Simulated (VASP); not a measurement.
Write the native input for VASP 6.6.1 that does the following.

```
Task                   : relaxation of cell and atoms
Functional             : LDA
Potentials or basis    : VASP PAW LDA potentials, release 64 (Ag, Pt)
Cutoff                 : 600 eV
k mesh                 : 11 × 11 × 11
Occupations            : methfessel-paxton, width 0.05 eV
Spin                   : no spin polarisation
Dipole correction      : no
Further INCAR settings : ALGO = Normal; EDIFF = 1e-06; IBRION = 2; EDIFFG = -0.03; NSW = 80; ISIF = 3
```

The structure of AgPt3 lies in POSCAR:

```
AgPt3
1.0
    3.9000000000      0.0000000000      0.0000000000
    0.0000000000      3.9000000000      0.0000000000
    0.0000000000      0.0000000000      3.9000000000
Ag Pt
1 3
Direct
    0.0000000000      0.0000000000      0.0000000000
    0.0000000000      0.5000000000      0.5000000000
    0.5000000000      0.0000000000      0.5000000000
    0.5000000000      0.5000000000      0.0000000000
```

These files were run (other wordings do the same):

INCAR

```
ALGO = Normal ; EDIFF = 1E-6
EDIFFG = -0.03 ; ENCUT = 600
GGA = CA ; IBRION = 2
ISIF = 3 ; ISMEAR = 1
LASPH = T ; LCHARG = F
LREAL = F ; LWAVE = F
NELM = 60 ; NSW = 80
PREC = Accurate ; SIGMA = 0.05
```

KPOINTS

```
k-points
0
Gamma
  11 11 11
```

Potentials or basis: VASP PAW LDA potentials, release 64 (Ag, Pt).

Command:

```console
$ cat potpaw_LDA.64/Ag/POTCAR potpaw_LDA.64/Pt/POTCAR > POTCAR
$ mpirun -np 1 vasp_std > vasp.out
```

It gave:

```
Relaxed volume                        : 15.00 Å³/atom
Relaxed cell                          : a = 3.915 Å, b = 3.915 Å, c = 3.915 Å, α = 90.00°, β = 90.00°, γ = 90.00°
Space group after relaxing (to 0.1 Å) : Pm-3m (No. 221)
Energy gained by relaxing             : 1.5 meV/atom
Ionic steps                           : 3
Pressure after relaxing               : 0.0 GPa
Band gap on the k mesh                : zero (an odd number of electrons rules out a gap without spin polarisation)
```

Caveat: spin-orbit coupling is left out, which moves the levels of the heavy elements.

It took 3.2 min on 1 thread of Intel Xeon 8259CL, on a shared host, peak memory 0.23 GiB.
